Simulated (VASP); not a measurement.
# Be: single point with PBEsol

Be:

```
Be
1.0
     0.00000    1.49059    1.49059
     1.49059    0.00000    1.49059
     1.49059    1.49059    0.00000
Be
1
Direct
  0.00000 0.00000 0.00000
```

This cell differs from its parent crystal: volume scaled by 0.85.

```
Program                : VASP 6.6.1
Task                   : single point
Functional             : PBEsol
Potentials or basis    : VASP PAW PBE potentials, release 64 (Be)
Cutoff                 : 520 eV
k mesh                 : 23 × 23 × 23
Occupations            : fermi-dirac, width 0.05 eV
Spin                   : no spin polarisation
Dipole correction      : no
Further INCAR settings : ALGO = Normal; EDIFF = 1e-07; NBANDS = 7
```

```yaml
Pressure: 26.9 GPa
Band_gap_on_the_k_mesh: zero (band 1 reaches 9.81 eV, above the bottom of band 2 at 9.07 eV)
```

Levels at points of the mesh, in eV from the Fermi level:
| k point | band 1 | band 2 | band 3 | band 4 | band 5 | band 6 |
| --- | --- | --- | --- | --- | --- | --- |
| (0.00, 0.00, 0.00) | -12.92 | 22.27 | 22.27 | 22.27 | 32.46 | 32.46 |

Run time: 10 s on 1 thread of AMD EPYC 7R13 Processor (Zen 3), on a shared host, peak memory 0.09 GiB.

Caveat: the PAW data sets were made with another functional, which shifts forces and pressure a little.
